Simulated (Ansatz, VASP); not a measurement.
**One calculation of Ti3Al, two programs**

INCAR

```
SYSTEM = Ti3Al
PREC = Accurate
ENCUT = 520
EDIFF = 1E-6
ISMEAR = 0
SIGMA = 0.1
LREAL = .False.
LASPH = .True.
NELM = 100
ALGO = Fast
ISIF = 2
LWAVE = .False.
LCHARG = .False.
GGA = PE
NBANDS = 28
```

Contents of KPOINTS:

```
regular mesh
0
Gamma
  18 18 6
  0 0 0
```

File POSCAR:

```
Ti3Al
1.0
    2.8130167711      0.0000000000      0.0000000000
   -1.4065083855      2.4361439851      0.0000000000
    0.0000000000      0.0000000000      9.6957992986
Ti Al
3 1
Direct
    0.6666666700      0.3333333300      0.0000000000
    0.3333333300      0.6666666700      0.7459956104
    0.3333333300      0.6666666700      0.2540043896
    0.6666666700      0.3333333300      0.5000000000
```

Input for Ansatz:

```yaml
crystal:
  lattice:
    - [2.8130167711, 0.0, 0.0]
    - [-1.4065083855, 2.4361439851, 0.0]
    - [0.0, 0.0, 9.6957992986]
  atoms:
    - { symbol: Ti, position: [0.66666667, 0.33333333, 0.0] }
    - { symbol: Ti, position: [0.33333333, 0.66666667, 0.7459956104] }
    - { symbol: Ti, position: [0.33333333, 0.66666667, 0.2540043896] }
    - { symbol: Al, position: [0.66666667, 0.33333333, 0.5] }
basis:
  ecutwfc: 420
kpoints:
  mp_grid: { grid: [18, 18, 6] }
hamiltonian:
  xc: pbe
scf:
  occupations: { method: gaussian, width: 0.1 }
output:
  forces: true
  stress: true
  eigenvalues: true
  populations: true
  write_density: true
  write_potential: true
  elf: true
  volumetric_format: npy
```

Alike in both runs: task single point; functional PBE; k mesh 18 × 18 × 6; occupations gaussian, width 0.1 eV; no spin polarisation.

```csv
,VASP,Ansatz
version,VASP 6.6.1,Ansatz 0.2.0
potentials or method,"VASP PAW PBE potentials, release 64 (Ti_sv, Al), cutoff 520 eV","scalar-relativistic, plane waves, PAW"
valence electrons in the cell,39,39
```

VASP gave:

```
gap on the k mesh at the Fermi level (eV)                     : none
pressure (GPa)                                                : 3.2
traceless stress, the component that is largest in VASP (GPa) : -7.66
```

Which values does Ansatz return?

gap on the k mesh at the Fermi level (eV): none; pressure (GPa): 3.3; traceless stress, the component that is largest in VASP (GPa): -7.72.

A gap of «none» marks a metal or a gap that the smearing closes.
